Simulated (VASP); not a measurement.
A run of VASP 6.6.1 is set up as follows.

The input INCAR:

```
SYSTEM = PtS2
PREC     = Accurate       ! precision mode
ENCUT    = 520            ! plane-wave cutoff, eV
EDIFF    = 1E-6           ! SCF threshold, eV
ISMEAR   = 0              ! smearing method
SIGMA    = 0.05           ! smearing width, eV
LREAL    = .FALSE.        ! projectors in reciprocal space
LASPH    = .TRUE.         ! aspherical terms in the spheres
NELM     = 100            ! most SCF steps
ALGO     = Normal         ! electronic algorithm
ISIF     = 2              ! what is computed and relaxed
LWAVE    = .FALSE.        ! write WAVECAR
LCHARG   = .FALSE.        ! write CHGCAR
LDIPOL   = .TRUE.       
IDIPOL   = 3            
DIPOL    = 0.5 0.5 0.396
GGA      = PE             ! functional
IVDW     = 12             ! dispersion correction
NBANDS   = 31             ! bands
```

File KPOINTS:

```
regular mesh
0
G
  9 9 1
  0 0 0
```

POSCAR

```
PtS2
1.0
    3.5415277692      0.0000000000      0.0000000000
   -1.7707638846      3.0670530163      0.0000000000
    0.0000000000      0.0000000000     22.4670602589
S Pt
4 2
Direct
    0.6666666667      0.3333333333      0.2002932270
    0.3333333333      0.6666666667      0.3108341745
    0.8333333333      1.0000000000      0.4817510615
    0.5000000000      1.3333333333      0.5922920091
    0.0000000000      0.0000000000      0.2555637007
    0.1666666667      0.6666666667      0.5370215353
```

Potentials or basis: VASP PAW PBE potentials, release 64 (S, Pt).

Run with:

```bash
$ cat potpaw_PBE.64/S/POTCAR potpaw_PBE.64/Pt/POTCAR > POTCAR
$ mpirun -np 1 vasp_std > vasp.out
```

**Question.** What does it give for the largest force?

**Answer.** 0.050 eV/Å.

**Question.** Estimate the dispersion energy per atom.

**Answer.** -0.305 eV.

**Question.** What does it give for the band gap on the k mesh?

**Answer.** 1.61 eV, indirect (least direct gap 1.69 eV).

Forces on the atoms (eV/Å):
```
S   -0.001 -0.002  0.044
S   -0.003 -0.003  0.022
S    0.003  0.003 -0.022
S    0.001  0.002 -0.044
Pt   0.000  0.002  0.050
Pt   0.000 -0.002 -0.050
```

Caveat: spin-orbit coupling is left out, which moves the levels of the heavy elements.
